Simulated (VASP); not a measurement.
B, 1 atom in the cell. Symmetry: Im-3m, No. 229, cubic system. Conventional cell: a = 2.287 Å, b = 2.287 Å, c = 2.287 Å, α = 90.00°, β = 90.00°, γ = 90.00°. Within 2.6 Å of B (site symmetry m-3m) lie 14 B at 1.98 to 2.29 Å.  This cell differs from its parent crystal: volume scaled by 0.96.

- Program: VASP 6.6.1
- Task: single point
- Functional: revPBE
- Potentials or basis: VASP PAW PBE potentials, release 64 (B)
- Cutoff: 520 eV
- k mesh: 21 × 21 × 21
- Occupations: fermi-dirac, width 0.1 eV
- Spin: no spin polarisation
- Dipole correction: no
- Further INCAR settings: ALGO = Normal; EDIFF = 1e-06; NBANDS = 8

Potentials or basis: VASP PAW PBE potentials, release 64 (B).

Command:

```console
$ cat potpaw_PBE.64/B/POTCAR > POTCAR
$ mpirun -np 1 vasp_std > vasp.out
```

Hardware: 1 thread of Intel Xeon 8259CL, on a shared host.

Q: Estimate the wall time of this run.

A: It took 11 s on 1 thread of Intel Xeon 8259CL (shared host), peak memory 0.11 GiB. Counts: scf iterations 9, k points 286.
